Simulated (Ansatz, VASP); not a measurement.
## Zr2O: VASP beside Ansatz

```
Zr O
1.0
     4.51724    0.00000    0.00000
     0.00000    4.51724    0.00000
     0.00000    0.00000    5.42069
Zr O
4 2
Cartesian
  1.1293 1.1293 4.0655
  3.3879 1.1293 1.3552
  1.1293 3.3879 1.3552
  3.3879 3.3879 4.0655
  0.0000 0.0000 0.0000
  2.2586 2.2586 2.7103
```

Alike in both runs: task single point; functional PBEsol; k mesh 12 × 12 × 12; occupations gaussian, width 0.15 eV; no spin polarisation.

|  | VASP | Ansatz |
| --- | --- | --- |
| version | VASP 6.6.1 | Ansatz 0.2.0 |
| potentials or method | VASP PAW PBE potentials, release 64 (Zr_sv, O), cutoff 520 eV | scalar-relativistic, plane waves, PAW |
| valence electrons in the cell | 60 | 60 |

Ansatz gave:

* gap on the k mesh at the Fermi level (eV): none
* pressure (GPa): -1.4
* traceless stress, the component that is largest in VASP (GPa): -9.38

**Question.** Which values does VASP return?

**Answer.** gap on the k mesh at the Fermi level (eV): none; pressure (GPa): -1.1; traceless stress, the component that is largest in VASP (GPa): -9.32.

VASP's potentials were made for PBE, not for PBEsol. A gap of «none» marks a metal or a gap that the smearing closes. The functional is the same, so the differences come from potentials, cutoffs and numerics.
